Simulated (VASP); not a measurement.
Write the native input for VASP 6.6.1 that does the following.

* Task: single point
* Functional: PBE
* Potentials or basis: VASP PAW PBE potentials, release 64 (Si, C)
* Cutoff: 520 eV
* k mesh: 10 × 10 × 10
* Occupations: gaussian, width 0.05 eV
* Spin: no spin polarisation
* Dipole correction: no
* Further INCAR settings: ALGO = Normal; EDIFF = 1e-06; NBANDS = 11

The structure of SiC lies in POSCAR:

```
SiC
1.0
    0.0000000000      2.1898640950      2.0803708902
    2.1898640950      0.0000000000      2.0803708902
    2.1898640950      2.1898640950      0.0000000000
Si C
1 1
Direct
    0.0000000000      0.0000000000      0.0000000000
    0.7500000000      0.7500000000      0.7500000000
```

This cell differs from its parent crystal: strain +0.000 along x and y, -0.050 along z.

One way to write it, as run:

INCAR

```
SYSTEM = SiC
PREC = Accurate
ENCUT = 520
EDIFF = 1E-6
ISMEAR = 0
SIGMA = 0.05
LREAL = .False.
LASPH = .True.
NELM = 100
ALGO = Normal
ISIF = 2
LWAVE = .False.
LCHARG = .True.
GGA = PE
LELF = .True.
LVHAR = .True.
NBANDS = 11
```

KPOINTS

```
regular mesh
0
Gamma
  10 10 10
  0 0 0
```

Potentials or basis: VASP PAW PBE potentials, release 64 (Si, C).

Launch:

```bash
$ cat potpaw_PBE.64/Si/POTCAR potpaw_PBE.64/C/POTCAR > POTCAR
$ mpirun -np 1 vasp_std > vasp.out
```

It gave:

- Pressure: 11.7 GPa
- Band gap on the k mesh: 0.80 eV, indirect (least direct gap 4.52 eV)

Caveat: the cell differs from its parent crystal (strain +0.000 along x and y, -0.050 along z).

Run time: 11 s on 1 thread of Intel(R) Xeon(R) Platinum 8488C (Sapphire Rapids), on a shared host, peak memory 0.14 GiB.
